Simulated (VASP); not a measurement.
P: relaxation of cell and atoms with PBE

P:

```
P
1.0
     2.23228    0.00000    0.00000
     0.00000    2.23228    0.00000
     0.00000    0.00000    2.23228
P
1
Direct
  0.00000 0.00000 0.00000
```

```json
{"Program": "VASP 6.6.1", "Task": "relaxation of cell and atoms", "Functional": "PBE", "Potentials or basis": "VASP PAW PBE potentials, release 64 (P)", "Cutoff": "500 eV", "k mesh": "15 × 15 × 15", "Occupations": "fermi-dirac, width 0.03 eV", "Spin": "no spin polarisation", "Dipole correction": "no", "Further INCAR settings": "ALGO = Normal; EDIFF = 1e-07; IBRION = 2; EDIFFG = -0.005; NSW = 100; ISIF = 3"}
```

The relaxed volume is 14.60 Å³/atom, the relaxed cell is a = 2.444 Å, b = 2.444 Å, c = 2.444 Å, α = 90.00°, β = 90.00°, γ = 90.00° and the space group after relaxing (to 0.05 Å) is Pm-3m (No. 221). The energy gained by relaxing is 476.5 meV/atom, the ionic steps are 19 and the pressure after relaxing is 0.0 GPa.

Step by step:
| step | energy change (eV) | largest force (eV/Å) | pressure (GPa) | volume (Å³) |
| --- | --- | --- | --- | --- |
| 1 | 0.0000 | 0.0000 | 54.48 | 11.12 |
| 2 | -0.2635 | 0.0000 | -15.29 | 18.39 |
| 3 | -0.4760 | 0.0000 | -1.09 | 14.74 |
| 4 | -0.4765 | 0.0000 | -0.30 | 14.64 |
| 5 | -0.4765 | 0.0000 | 0.32 | 14.57 |
| 6 | -0.4765 | 0.0000 | 0.32 | 14.57 |
| 7 | -0.4765 | 0.0000 | 0.31 | 14.57 |
| 8 | -0.4765 | 0.0000 | 0.31 | 14.57 |
| 9 | -0.4765 | 0.0000 | 0.31 | 14.57 |
| 10 | -0.4765 | 0.0000 | 0.31 | 14.57 |
| 11 | -0.4765 | 0.0000 | 0.31 | 14.57 |
| 12 | -0.4765 | 0.0000 | 0.31 | 14.57 |
| 13 | -0.4765 | 0.0000 | 0.30 | 14.57 |
| 14 | -0.4765 | 0.0000 | 0.30 | 14.57 |
| 15 | -0.4765 | 0.0000 | 0.29 | 14.57 |
| 16 | -0.4765 | 0.0000 | 0.27 | 14.57 |
| 17 | -0.4765 | 0.0000 | 0.24 | 14.58 |
| 18 | -0.4765 | 0.0000 | 0.17 | 14.59 |
| 19 | -0.4765 | 0.0000 | 0.03 | 14.60 |

Final structure:
```
P
1.0
     2.44423    0.00000    0.00000
     0.00000    2.44423    0.00000
     0.00000    0.00000    2.44423
P
1
Direct
  0.00000 0.00000 0.00000
```

Levels at points of the mesh, in eV from the Fermi level:
| k point | band 1 | band 2 | band 3 | band 4 | band 5 |
| --- | --- | --- | --- | --- | --- |
| (0.00, 0.00, 0.00) | -16.57 | 4.90 | 4.90 | 4.90 | 6.71 |

Run time: 31 s on 1 thread of Intel Xeon 8259CL, on a shared host, peak memory 0.11 GiB.

Caveat: the volume moved by over 15 % at a fixed basis, so the end points are rough.
